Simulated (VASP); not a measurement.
Wanted: the native input for a VASP 6.6.1 run.

| Item | Value |
| --- | --- |
| Task | single point |
| Functional | PBE |
| Potentials or basis | VASP PAW PBE potentials, release 64 (Mn_sv) |
| Cutoff | 600 eV |
| k mesh | 12 × 12 × 6 |
| Occupations | gaussian, width 0.1 eV |
| Spin | no spin polarisation |
| Dipole correction | no |
| Second run | valence_matched |
| Further INCAR settings | ALGO = Normal; EDIFF = 1e-06; NBANDS = 22 |

The structure of Mn lies in POSCAR:

```
Mn
1.0
    2.4791501079      0.0000000000      0.0000000000
   -1.2395750539      2.1470069732      0.0000000000
    0.0000000000      0.0000000000      4.0253555608
Mn
2
Direct
    0.3333333333      0.6666666667      0.2500000000
    0.6666666667      0.3333333333      0.7500000000
```

One way to write it, as run:

INCAR

```
SYSTEM = Mn
ALGO = Normal
EDIFF = 1E-6
ENCUT = 600
GGA = PE
GGA_COMPAT = .FALSE.
ISIF = 2
ISMEAR = 0
LASPH = .TRUE.
LCHARG = .FALSE.
LREAL = .FALSE.
LWAVE = .FALSE.
NBANDS = 22
NELM = 120
PREC = Accurate
SIGMA = 0.1
```

KPOINTS

```
k-points
0
G
  12 12 6
  0 0 0
```

Potentials or basis: VASP PAW PBE potentials, release 64 (Mn_sv).

Run with:

```bash
$ cat potpaw_PBE.64/Mn_sv/POTCAR > POTCAR
$ mpirun -np 1 vasp_std > vasp.out
```

It gave:

```yaml
Pressure: -3.6 GPa
Band_gap_on_the_k_mesh: zero (band 15 reaches 14.88 eV, above the bottom of band 16 at 12.86 eV)
```

Caveat: the run has no spin polarisation, though such a crystal can be magnetic.

Run time: 33 s on 1 thread of Intel(R) Xeon(R) Platinum 8375C CPU @ 2.90GHz (Ice Lake), on a shared host, peak memory 0.16 GiB.
